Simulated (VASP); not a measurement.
# Li (P6_3/mmc) in VASP: a series of runs, part 2 of 2

VASP 6.6.1. The steps go on from the part before.

## Step 5: Single point, PBEsol

This run uses another cell than the first one: it holds 4 atoms, not 2.

Input file INCAR:

```
PREC = Accurate ; ENCUT = 520
EDIFF = 1E-6 ; ISMEAR = -1
SIGMA = 0.05 ; LREAL = False
LASPH = True ; NELM = 100
ALGO = Normal ; ISIF = 2
LWAVE = False ; LCHARG = False
GGA = PS ; NBANDS = 14
```

Input file KPOINTS:

```
regular mesh
0
Gamma
  10 10 6
```

Input file POSCAR:

```
Li
1.0
    2.8813561230      0.0000000000      0.0000000000
   -1.4406780615      2.4953275999      0.0000000000
    0.0000000000      0.0000000000      9.0886320504
Li
4
Direct
    0.0000000000      0.0000000000      0.0000000000
    0.0000000000      0.0000000000      0.5000000000
    0.3333333333      0.6666666667      0.2500000000
    0.6666666667      0.3333333333      0.7500000000
```

Potentials or basis: VASP PAW PBE potentials, release 64 (Li_sv).

Launch:

```console
> cat potpaw_PBE.64/Li_sv/POTCAR > POTCAR
> mpirun -np 1 vasp_std > vasp.out
```

OUTCAR:

```text
PREC = Accurate
   ENCUT = 520
   EDIFF = 1E-6
   ISMEAR = -1
   LREAL = False
   LASPH = True
   NELM = 100
   ISIF = 2
   GGA = PS

 ion  position               nearest neighbor table
   1  0.000  0.000  0.000-
   2  0.000  0.000  0.500-
   3  0.333  0.667  0.250-
   4  0.667  0.333  0.750-

  LATTYP: Found a hexagonal cell.
 ALAT       =     2.8813561230
 C/A-ratio  =     3.1542897380

  Lattice vectors:

 A1 = (   2.8813561230,   0.0000000000,   0.0000000000)
 A2 = (  -1.4406780615,   2.4953275999,   0.0000000000)
 A3 = (   0.0000000000,   0.0000000000,   9.0886320504)

Analysis of symmetry for initial positions (statically):
=====================================================================
 Subroutine PRICEL returns:
 Original cell was already a primitive cell.

 Routine SETGRP: Setting up the symmetry group for a
 hexagonal supercell.

 Subroutine GETGRP returns: Found 24 space group operations
 (whereof 12 operations were pure point group operations)
 out of a pool of 24 trial point group operations.

The static configuration has the point symmetry D_3d.
 The point group associated with its full space group is D_6h.

Analysis of symmetry for dynamics (positions and initial velocities):
=====================================================================
 Subroutine PRICEL returns:
 Original cell was already a primitive cell.

 Routine SETGRP: Setting up the symmetry group for a
 hexagonal supercell.

 Subroutine GETGRP returns: Found 24 space group operations
 (whereof 12 operations were pure point group operations)
 out of a pool of 24 trial point group operations.

The dynamic configuration has the point symmetry D_3d.
 The point group associated with its full space group is D_6h.

 Subroutine INISYM returns: Found 24 space group operations
 (whereof 12 operations are pure point group operations),
 and found     1 'primitive' translations

----------------------------------------------------------------------------------------

                                     Primitive cell

  volume of cell :      65.3466

  direct lattice vectors                    reciprocal lattice vectors
     2.881356123  0.000000000  0.000000000     0.347058801  0.200374492  0.000000000
    -1.440678062  2.495327600  0.000000000     0.000000000  0.400748984  0.000000000
     0.000000000  0.000000000  9.088632050     0.000000000  0.000000000  0.110027559

  length of vectors
     2.881356123  2.881356123  9.088632050     0.400748984  0.400748984  0.110027559

  position of ions in fractional coordinates (direct lattice)
     0.000000000  0.000000000  0.000000000
     0.000000000  0.000000000  0.500000000
     0.333333333  0.666666667  0.250000000
     0.666666667  0.333333333  0.750000000

  ion indices of the primitive-cell ions
   primitive index   ion index
                 1           1
                 2           2
                 3           3
                 4           4

----------------------------------------------------------------------------------------

 KPOINTS: regular mesh

Automatic generation of k-mesh.
[... 26 lines left out ...]
  0.300000  0.000000  0.000000      6.000000
  0.400000  0.000000  0.000000      6.000000
  0.500000  0.000000  0.000000      3.000000
[... 16 lines left out ...]
  0.300000  0.100000  0.166667     24.000000
  0.400000  0.100000  0.166667     24.000000
 [... further k-points ...]
   k-points           NKPTS =     56   k-points in BZ     NKDIM =     56   number of bands    NBANDS=     14
   number of dos      NEDOS =    301   number of ions     NIONS =      4
   total plane-waves  NPLWV =  40320
   dimension x,y,z NGX =    24 NGY =   24 NGZ =   70
   dimension x,y,z NGXF=    48 NGYF=   48 NGZF=  140
   ions per type =               4
   NGX,Y,Z   is equivalent  to a cutoff of  13.85, 13.85, 12.80 a.u.
   NGXF,Y,Z  is equivalent  to a cutoff of  27.69, 27.69, 25.61 a.u.
 SYSTEM =  unknown system
   PREC   = accura    normal or accurate (medium, high low for compatibility)
   ISTART =      0    job   : 0-new  1-cont  2-samecut
   ICHARG =      2    charge: 1-file 2-atom 10-const
   ISPIN  =      1    spin polarized calculation?
   LNONCOLLINEAR =      F non collinear calculations
   LSORBIT =      F    spin-orbit coupling
   LASPH  =      T    aspherical Exc in radial PAW
   ENCUT  =  520.0 eV  38.22 Ry    6.18 a.u.   5.36  5.36 16.90*2*pi/ulx,y,z
   NELM   =    100;   NELMIN=  2; NELMDL= -5     # of ELM steps
   EDIFF  = 0.1E-05   stopping-criterion for ELM
   LREAL  =      F    real-space projection
   EDIFFG = 0.1E-04   stopping-criterion for IOM
   NSW    =      0    number of steps for IOM
   IBRION =     -1    ionic relax: 0-MD 1-quasi-New 2-CG
   NFREE  =      0    steps in history (QN), initial steepest desc. (CG)
   ISIF   =      2    stress and relaxation
   ISYM   =      2    0-nonsym 1-usesym 2-fastsym
   POTIM  = 0.5000    time-step for ionic-motion
   TEBEG  =    0.0;   TEEND  =   0.0 temperature during run
   PSTRESS=    0.0 pullay stress
   NELECT =      12.0000    total number of electrons
   NUPDOWN=      -1.0000    fix difference up-down
   EMIN   =  10.00;   EMAX   =-10.00  energy-range for DOS
   EFERMI =   0.00;   METHOD = LEGACY
   ISMEAR =    -1;   SIGMA  =   0.05  broadening in eV -4-tet -1-fermi 0-gaus
   EFERMI_NEDOS =   21; number of points for ismear=-14 and -15
   IALGO  =     38    algorithm
   IMIX   =      4    mixing-type and parameters
     AMIX     =   0.40;   BMIX     =  1.00
     AMIX_MAG =   1.60;   BMIX_MAG =  1.00
  volume/ion in A,a.u.               =      16.34       110.25
  Fermi-wavevector in a.u.,A,eV,Ry     =   0.930524  1.758435 11.780943  0.865875
  Thomas-Fermi vector in A             =   2.056921
   LORBIT       =      0    0 simple, 1 ext, 2 COOP (PROOUT), +10 PAW based schemes
   GGA     = PS    functional components
   LHFCALC =     F    Hartree Fock is set to
   AEXX    =    0.0000 exact exchange contribution
   IVDW    =     0    specifies the selected vdW correction
   LEPSILON=     F    determine dielectric tensor
   LRPA    =     F    only Hartree local field effects (RPA)
 non-spin polarized calculation
  energy-cutoff  :      520.00
  volume of cell :       65.35
 maximum number of plane-waves:      1822
 NGX is ok and might be reduce to    24

 number of electron      11.9999979 magnetization

 Free energy of the ion-electron system (eV)
  ---------------------------------------------------
  ext. energy  EPLUGINS =         0.00000000
  ---------------------------------------------------
  free energy    TOTEN  =        -7.70423876 eV

  energy without entropy =       -7.69044979  energy(sigma->0) =       -7.69734427

 E-fermi :   1.2522     XC(G=0):  -7.5666

 val. band max:        1.2434558760   @ k =   0.3000   0.0000   0.3333
 cond. band min:       1.2652613839   @ k =   0.4000   0.0000   0.0000
 fundamental gap:      0.0218055080
 Fermi energy:         1.2522345077

 k-point     1 :       0.0000    0.0000    0.0000
  band No.  band energies     occupation
      1     -44.2913      2.00000
      2     -44.2678      2.00000
      3     -44.2658      2.00000
      4     -44.2422      2.00000
      5      -2.5280      2.00000
      6      -1.2800      2.00000
      7      -1.2790      2.00000
      8       1.3939      0.11101
      9       5.2931      0.00000
     10      11.1829      0.00000
     11      11.1935      0.00000
     12      15.3538      0.00000
     13      15.3538      0.00000
     14      16.0442      0.00000
[... 377 lines left out ...]
      1     -44.2488      2.00000
      2     -44.2434      2.00000
      3     -44.2389      2.00000
      4     -44.2335      2.00000
      5       0.8921      1.99851
      6       1.5776      0.00298
      7       2.1973      0.00000
      8       3.1311      0.00000
      9       5.4458      0.00000
     10       5.7419      0.00000
     11       6.4753      0.00000
     12       8.2299      0.00000
     13       8.3647      0.00000
     14       9.6181      0.00000

 [... further k-points ...]
[... 5 lines left out ...]
  --------------------------------------------------------------------------------------
  -------------------------------------------------------------------------------------
  Total        1.6169627      1.6169627      1.6117467     -0.0000000      0.0000000      0.0000000
  in kB       39.6449200     39.6449200     39.5170339     -0.0000000      0.0000000      0.0000000
  external PRESSURE =      39.6022913 kB  Pullay stress =       0.0000000 kB

 VOLUME and BASIS-vectors are now :
 -----------------------------------------------------------------------------
  energy-cutoff  :      520.00
  volume of cell :       65.35
      direct lattice vectors                 reciprocal lattice vectors
     2.881356123  0.000000000  0.000000000     0.347058801  0.200374492  0.000000000
    -1.440678062  2.495327600  0.000000000     0.000000000  0.400748984  0.000000000
     0.000000000  0.000000000  9.088632050     0.000000000  0.000000000  0.110027559

 POSITION                                       TOTAL-FORCE (eV/Angst)
 -----------------------------------------------------------------------------------
      0.00000      0.00000      0.00000         0.000000      0.000000      0.000000
      0.00000      0.00000      4.54432         0.000000      0.000000      0.000000
     -0.00000      1.66355      2.27216        -0.000000      0.000000      0.000000
      1.44068      0.83178      6.81647        -0.000000     -0.000000     -0.000000
 -----------------------------------------------------------------------------------
    total drift:                               -0.000000      0.000000      0.000000

  FREE ENERGIE OF THE ION-ELECTRON SYSTEM (eV)
  ---------------------------------------------------
  free  energy   TOTEN  =        -7.7042387566 eV

  energy  without entropy=       -7.6904497896  energy(sigma->0) =       -7.69734427
```

OSZICAR:

```text
N       E                     dE             d eps       ncg     rms          rms(c)
DAV:   1     0.451723162187E+02    0.45172E+02   -0.49225E+03  1568   0.836E+02
DAV:   2     0.246735560231E+01   -0.42705E+02   -0.40964E+02  1928   0.196E+02
DAV:   3    -0.752834298019E+01   -0.99957E+01   -0.98725E+01  3050   0.482E+01
DAV:   4    -0.770061420987E+01   -0.17227E+00   -0.17217E+00  2010   0.114E+01
DAV:   5    -0.770627842596E+01   -0.56642E-02   -0.56640E-02  2522   0.156E+00    0.492E-01
DAV:   6    -0.770371790935E+01    0.25605E-02   -0.37745E-03  2482   0.392E-01    0.296E-01
DAV:   7    -0.770405376344E+01   -0.33585E-03   -0.11435E-02  2372   0.573E-01    0.864E-02
DAV:   8    -0.770428938951E+01   -0.23563E-03   -0.14799E-03  2426   0.270E-01    0.439E-02
DAV:   9    -0.770424161401E+01    0.47776E-04   -0.72704E-05  2330   0.775E-02    0.390E-03
DAV:  10    -0.770424017637E+01    0.14376E-05   -0.12101E-05  2304   0.278E-02    0.136E-03
DAV:  11    -0.770423872779E+01    0.14486E-05   -0.26511E-07  1456   0.555E-03    0.219E-04
DAV:  12    -0.770423875664E+01   -0.28850E-07   -0.12536E-07  1312   0.280E-03
   1 F= -.77042388E+01 E0= -.76973443E+01  d E =-.137890E-01
```

stdout:

```text
POSCAR found type information on POSCAR Li
 POSCAR found :  1 types and       4 ions
 scaLAPACK will be used
 -----------------------------------------------------------------------------
|                                                                             |
|                                                                             |
|     You enforced a specific xc type in the INCAR file but a different       |
|     I HOPE YOU KNOW WHAT YOU ARE DOING!                                     |
|                                                                             |
 -----------------------------------------------------------------------------

 LDA part: xc-table for (Slater+PW92), standard interpolation
 POSCAR, INCAR and KPOINTS ok, starting setup
 FFT: planning ... GRIDC
 FFT: planning ... GRID_SOFT
 FFT: planning ... GRID
 WAVECAR not read
 entering main loop
```

It took 18 s on 1 thread of Intel Xeon 6975P-C (Granite Rapids), shared host; peak memory 0.19 GiB.

Results:

| Item | Value |
| --- | --- |
| Free energy | -7.7042 eV |
| Band gap on the k mesh | zero (band 6 reaches 2.87 eV, above the bottom of band 7 at -1.28 eV) |

Caveat: the cutoff is under 1.25 times the usual one of these potentials, so pressure, stress and relaxed cells hold a basis-set (Pulay) error; the PAW data sets were made with another functional, which shifts forces and pressure a little.
